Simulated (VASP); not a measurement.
A run of VASP 6.6.1:

Contents of INCAR:

```
SYSTEM = LuH2
  AGGAC = 1.0
  AGGAX = 1.0
  ALDAC = 0.0
  ALDAX = 1.0
  ALGO = Normal
  EDIFF = 1E-6
  ENCUT = 520
  GGA = B5
  ISIF = 2
  ISMEAR = 0
  IVDW = 12
  LASPH = .True.
  LCHARG = .False.
  LREAL = .False.
  LWAVE = .False.
  NBANDS = 20
  NELM = 80
  PREC = Accurate
  SIGMA = 0.1
  VDW_A1 = 0.4298
  VDW_A2 = 4.2359
  VDW_S6 = 1.0
  VDW_S8 = 2.6996
```

KPOINTS

```
k-points
0
Gamma
  11 11 11
  0 0 0
```

POSCAR

```
LuH2
1.0
    0.0000000000      2.4712031413      2.4712031413
    2.4712031413      0.0000000000      2.4712031413
    2.4712031413      2.4712031413      0.0000000000
Lu H
1 2
Direct
    0.0000000000      0.0000000000      0.0000000000
    0.2500000000      0.2500000000      0.2500000000
    0.7500000000      0.7500000000      0.7500000000
```

Potentials or basis: VASP PAW PBE potentials, release 64 (Lu, H).

Launch:

```bash
$ cat potpaw_PBE.64/Lu/POTCAR potpaw_PBE.64/H/POTCAR > POTCAR
$ mpirun -np 1 vasp_std > vasp.out
```

Hardware: 1 thread of Intel(R) Xeon(R) Platinum 8488C (Sapphire Rapids), on a shared host.

How long does it take, and how much memory?

Wall time 29 s on 1 thread of Intel(R) Xeon(R) Platinum 8488C (Sapphire Rapids) (shared host), peak memory 0.2 GiB. Counts: scf iterations 12, k points 56.
